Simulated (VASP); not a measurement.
Input of a VASP 6.6.1 run:

File INCAR:

```
SYSTEM = ZnO
PREC = Accurate
ENCUT = 520
EDIFF = 1E-8
ISMEAR = -1
SIGMA = 0.02
LREAL = .False.
LASPH = .True.
NELM = 100
ALGO = Normal
ISIF = 2
LWAVE = .False.
LCHARG = .False.
GGA = PE
LEFG = .True.
NBANDS = 26
```

KPOINTS

```
Automatic mesh
0
Gamma
  11 11 6
  0 0 0
```

POSCAR

```
ZnO
1.0
    3.2169047367      0.0000000000      0.0000000000
   -1.6084523683      2.7859212235      0.0000000000
    0.0000000000      0.0000000000      5.2038000000
Zn O
2 2
Direct
    0.3333333333      0.6666666667      0.0000000000
    0.6666666667      0.3333333333      0.5000000000
    0.3333333333      0.6666666667      0.3821000000
    0.6666666667      0.3333333333      0.8821000000
```

Potentials or basis: VASP PAW PBE potentials, release 64 (Zn, O).

The run is started by

```sh
$ cat potpaw_PBE.64/Zn/POTCAR potpaw_PBE.64/O/POTCAR > POTCAR
$ mpirun -np 1 vasp_std > vasp.out
```

What does it give for the largest force?

0.136 eV/Å.

Predict the band gap on the k mesh.

0.80 eV.

Forces on the atoms (eV/Å):
```
Zn   0.000  0.000  0.136
Zn   0.000  0.000  0.136
O    0.000  0.000 -0.136
O    0.000  0.000 -0.136
```

Caveat: the cell differs from its parent crystal (equal xx and yy strain of -1 %); without QUAD_EFG the Cq values of the log hold for a quadrupole moment of 1 mb, not for the nuclei.
